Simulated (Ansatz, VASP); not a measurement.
One calculation of Pt, two programs

```
Pt
1.0
     2.80729    0.00000    0.00000
    -1.40365    2.43119    0.00000
     0.00000    0.00000   24.16858
Pt
5
Direct
  0.66667 0.33333 0.31032
  0.33333 0.66667 0.40516
  0.00000 0.00000 0.50000
  0.66667 0.33333 0.59484
  0.33333 0.66667 0.68968
```

Alike in both runs: task single point; functional LDA; k mesh 12 × 12 × 1; occupations gaussian, width 0.1 eV; no spin polarisation.

```csv
,VASP,Ansatz
version,VASP 6.6.1,Ansatz 0.2.0
potentials or method,"VASP PAW LDA potentials, release 64 (Pt), cutoff 520 eV","scalar-relativistic, plane waves, PAW"
valence electrons in the cell,50,90
```

VASP gave:

```
gap on the k mesh at the Fermi level (eV) : none
rms of the force components (eV/Å)        : 0.212
```

Problem. What did Ansatz give for the same quantities?

Solution. gap on the k mesh at the Fermi level (eV): none; rms of the force components (eV/Å): 0.219.

LDA's correlation is that of Perdew and Zunger in VASP and of Perdew and Wang (1992) in Ansatz. Atom by atom the forces differ by 0.008 eV/Å (rms over components). A gap of «none» marks a metal or a gap that the smearing closes. VASP's potentials hold 50 valence electrons a cell and Ansatz's 90, so a difference there can come from the potentials and not from the codes. Ansatz's warnings: xc potential rough in thin density.

Neither program's run includes spin-orbit coupling.
